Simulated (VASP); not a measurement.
# KMgF3 (Cmmm) in VASP: further runs, part 2 of 2

VASP 6.6.1. Earlier steps stand in the parts before.

### Step 3. Single point, PBEsol (strain +0.0050 x Voigt [0, 0, 0, 0, 0, 1])

INCAR reads:

```
SYSTEM = KMgF3
ALGO = Normal
EDIFF = 1E-6
ENCUT = 520
GGA = PS
ISIF = 2
ISMEAR = 0
LASPH = .True.
LCHARG = .False.
LREAL = .False.
LWAVE = .False.
NBANDS = 24
NELM = 60
PREC = Accurate
SIGMA = 0.05
```

KPOINTS reads:

```
k-points
0
Gamma
  6 6 6
  0 0 0
```

POSCAR reads:

```
KMgF3
1.0
    3.9859000000      0.0099647500      0.0000000000
    0.0099647500      3.9859000000      0.0000000000
    0.0000000000      0.0000000000      3.9859000000
K Mg F
1 1 3
Direct
    0.5000000000      0.5000000000      0.5000000000
    0.0000000000      0.0000000000      0.0000000000
    0.5000000000      0.0000000000      0.0000000000
    0.0000000000      0.5000000000      0.0000000000
    0.0000000000      0.0000000000      0.5000000000
```

Potentials or basis: VASP PAW PBE potentials, release 64 (K_sv, Mg, F).

The run is started by

```console
> cat potpaw_PBE.64/K_sv/POTCAR potpaw_PBE.64/Mg/POTCAR potpaw_PBE.64/F/POTCAR > POTCAR
> mpirun -np 1 vasp_std > vasp.out
```

OUTCAR:

```text
SYSTEM = KMgF3
   EDIFF = 1E-6
   ENCUT = 520
   GGA = PS
   ISIF = 2
   ISMEAR = 0
   LASPH = .True.
   LREAL = .False.
   NELM = 60
   PREC = Accurate

 ion  position               nearest neighbor table
   1  0.500  0.500  0.500-   5 2.81   5 2.81   3 2.82   4 2.82   3 2.82   3 2.82   3 2.82   4 2.82
                             4 2.82   4 2.82   5 2.83   5 2.83   2 3.45   2 3.45   2 3.45   2 3.45
   2  0.000  0.000  0.000-   5 1.99   5 1.99   3 1.99   4 1.99   4 1.99   3 1.99   1 3.45   1 3.45
                             1 3.45   1 3.45   1 3.46   1 3.46   1 3.46   1 3.46
   3  0.500  0.000  0.000-   2 1.99   2 1.99   1 2.82   1 2.82   1 2.82   1 2.82
   4  0.000  0.500  0.000-   2 1.99   2 1.99   1 2.82   1 2.82   1 2.82   1 2.82
   5  0.000  0.000  0.500-   2 1.99   2 1.99   1 2.81   1 2.81   1 2.83   1 2.83

  LATTYP: Found a base centered orthorhombic cell.
 ALAT       =     5.6228215537
 B/A-ratio  =     1.0050125313
 C/A-ratio  =     0.7088789786

  Lattice vectors:

 A1 = (  -0.0099647500,  -3.9859000000,   0.0000000000)
 A2 = (   3.9859000000,   0.0099647500,   0.0000000000)
 A3 = (   0.0000000000,   0.0000000000,   3.9859000000)

[... 177 lines left out ...]
  free energy    TOTEN  =       -25.26269024 eV

  energy without entropy =      -25.26269024  energy(sigma->0) =      -25.26269024

 E-fermi :  -1.4205     XC(G=0):  -9.9449

 val. band max:       -1.7049859606   @ k =   0.5000   0.5000   0.5000
 cond. band min:       5.4158839925   @ k =   0.0000   0.0000   0.0000
 fundamental gap:      7.1208699531
 Fermi energy:        -1.4204561479

 k-point     1 :       0.0000    0.0000    0.0000
  band No.  band energies     occupation
      1     -27.1832      2.00000
      2     -21.7179      2.00000
      3     -21.0486      2.00000
      4     -21.0484      2.00000
      5     -10.7506      2.00000
      6     -10.7479      2.00000
[... 637 lines left out ...]
     23      12.5342      0.00000
     24      13.4350      0.00000

 [... further k-points ...]
[... 5 lines left out ...]
  --------------------------------------------------------------------------------------
  -------------------------------------------------------------------------------------
  Total       -0.0339268     -0.0339268     -0.0337358     -0.0913631      0.0000000      0.0000000
  in kB       -0.8583747     -0.8583747     -0.8535434     -2.3115587      0.0000000      0.0000000
  external PRESSURE =      -0.8567642 kB  Pullay stress =       0.0000000 kB

 VOLUME and BASIS-vectors are now :
 -----------------------------------------------------------------------------
  energy-cutoff  :      520.00
  volume of cell :       63.33
      direct lattice vectors                 reciprocal lattice vectors
     3.985900000  0.009964750  0.000000000     0.250885935 -0.000627215  0.000000000
     0.009964750  3.985900000  0.000000000    -0.000627215  0.250885935  0.000000000
     0.000000000  0.000000000  3.985900000     0.000000000  0.000000000  0.250884367

 POSITION                                       TOTAL-FORCE (eV/Angst)
 -----------------------------------------------------------------------------------
      1.99793      1.99793      1.99295         0.000000      0.000000      0.000000
      0.00000      0.00000      0.00000        -0.000000      0.000000      0.000000
      1.99295      0.00498      0.00000        -0.000000      0.000000      0.000000
      0.00498      1.99295      0.00000        -0.000000      0.000000      0.000000
      0.00000      0.00000      1.99295        -0.000000      0.000000      0.000000
 -----------------------------------------------------------------------------------
    total drift:                                0.000000     -0.000000      0.000000

  FREE ENERGIE OF THE ION-ELECTRON SYSTEM (eV)
  ---------------------------------------------------
  free  energy   TOTEN  =       -25.2626902403 eV

  energy  without entropy=      -25.2626902403  energy(sigma->0) =      -25.26269024
```

OSZICAR:

```text
N       E                     dE             d eps       ncg     rms          rms(c)
DAV:   1     0.218669699448E+03    0.21867E+03   -0.17515E+04  2640   0.128E+03
DAV:   2    -0.155738105893E+02   -0.23424E+03   -0.22405E+03  3184   0.340E+02
DAV:   3    -0.267122170642E+02   -0.11138E+02   -0.11078E+02  3680   0.685E+01
DAV:   4    -0.271334168346E+02   -0.42120E+00   -0.42115E+00  3320   0.835E+00
DAV:   5    -0.271361313663E+02   -0.27145E-02   -0.27145E-02  3424   0.674E-01    0.814E+00
DAV:   6    -0.252912180627E+02    0.18449E+01   -0.58056E+00  2928   0.174E+01    0.407E+00
DAV:   7    -0.252729172115E+02    0.18301E-01   -0.26026E-01  2968   0.275E+00    0.241E+00
DAV:   8    -0.252632351017E+02    0.96821E-02   -0.67124E-02  3176   0.237E+00    0.315E-01
DAV:   9    -0.252625095293E+02    0.72557E-03   -0.14289E-02  3256   0.828E-01    0.148E-01
DAV:  10    -0.252627276389E+02   -0.21811E-03   -0.92962E-04  2992   0.196E-01    0.113E-01
DAV:  11    -0.252626886904E+02    0.38949E-04   -0.19044E-04  3152   0.100E-01    0.340E-02
DAV:  12    -0.252626901251E+02   -0.14347E-05   -0.14402E-05  3432   0.281E-02    0.324E-03
DAV:  13    -0.252626902403E+02   -0.11519E-06   -0.12192E-06  2800   0.521E-03
   1 F= -.25262690E+02 E0= -.25262690E+02  d E =-.410205E-17
```

It took 36 s on 1 thread of Intel Xeon 6975P-C (Granite Rapids), shared host; peak memory 0.21 GiB.

Results:

- Free energy: -25.2627 eV
- Pressure: -0.1 GPa
- Band gap on the k mesh: 7.12 eV, indirect (least direct gap 7.44 eV)

Levels at points of the mesh, in eV from the valence-band top:
```csv
k point,band 12,band 13,band 14,band 15,band 16,band 17,band 18,band 19,band 20,band 21
"(0.00, 0.00, 0.00)",-0.63,-0.63,-0.34,-0.33,-0.32,7.12,9.94,9.94,12.12,12.13
"(0.50, 0.00, 0.00)",-0.89,-0.88,-0.88,-0.54,-0.54,9.95,10.29,11.01,12.74,12.74
"(0.50, 0.50, 0.00)",-1.07,-1.06,-0.91,-0.91,-0.02,10.81,11.58,12.44,12.45,12.75
"(0.00, 0.00, 0.50)",-0.89,-0.88,-0.88,-0.56,-0.52,9.95,10.29,11.01,12.72,12.76
"(0.50, 0.00, 0.50)",-1.06,-1.06,-0.91,-0.91,-0.02,10.81,11.58,12.44,12.44,12.76
"(0.50, 0.50, 0.50)",-1.13,-1.13,0.00,0.00,0.00,10.29,10.30,10.32,13.80,14.08
```

Caveat: the cell differs from its parent crystal (strain +0.0050 x Voigt [0, 0, 0, 0, 0, 1]); the PAW data sets were made with another functional, which shifts forces and pressure a little.
